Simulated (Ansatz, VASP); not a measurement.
## TiH: VASP beside Ansatz

File INCAR:

```
PREC = Accurate
ENCUT = 520
EDIFF = 1E-7
ISMEAR = -1
SIGMA = 0.15
LREAL = False
LASPH = True
NELM = 80
ALGO = Normal
ISIF = 2
LWAVE = False
LCHARG = False
NBANDS = 21
```

File KPOINTS:

```
Automatic mesh
0
Gamma
  9 9 5
```

Contents of POSCAR:

```
TiH
1.0
    2.8775820000      0.0000000000      0.0000000000
   -1.4387910000      2.4920590000      0.0000000000
    0.0000000000      0.0000000000      5.2632940000
Ti H
2 2
Direct
    0.0000000000      0.0000000000      0.0000000000
    0.0000000000      0.0000000000      0.5000000000
    0.6666670000      0.3333330000      0.7500000000
    0.3333330000      0.6666670000      0.2500000000
```

Input for Ansatz:

```yaml
crystal:
  lattice:
    - [2.877582, 0.0, 0.0]
    - [-1.438791, 2.492059, 0.0]
    - [0.0, 0.0, 5.263294]
  atoms:
    - { symbol: Ti, position: [0.0, 0.0, 0.0] }
    - { symbol: Ti, position: [0.0, 0.0, 0.5] }
    - { symbol: H, position: [0.666667, 0.333333, 0.75] }
    - { symbol: H, position: [0.333333, 0.666667, 0.25] }
kpoints:
  mp_grid:
    grid: [9, 9, 5]
hamiltonian:
  xc: lda
scf:
  occupations:
    method: fermi_dirac
    width: 0.15
output:
  stress: true
  eigenvalues: true
```

Alike in both runs: task single point; functional LDA; k mesh 9 × 9 × 5; occupations fermi-dirac, width 0.15 eV; no spin polarisation.

|  | VASP | Ansatz |
| --- | --- | --- |
| version | VASP 6.6.1 | Ansatz 0.2.0 |
| potentials or method | VASP PAW LDA potentials, release 64 (Ti_sv, H) | plane waves, PAW |
| plane-wave cutoff (eV) | 520 | 420 |
| valence electrons in the cell | 26 | 26 |

|  | VASP | Ansatz | Ansatz less VASP |
| --- | --- | --- | --- |
| gap on the k mesh at the Fermi level (eV) | none | none | - |
| pressure (GPa) | -8.6 | -8.7 | -0.06 |

LDA's correlation is that of Perdew and Zunger in VASP and of Perdew and Wang (1992) in Ansatz. A gap of «none» marks a metal or a gap that the smearing closes. Ansatz's warnings: structure snapped to symmetry.
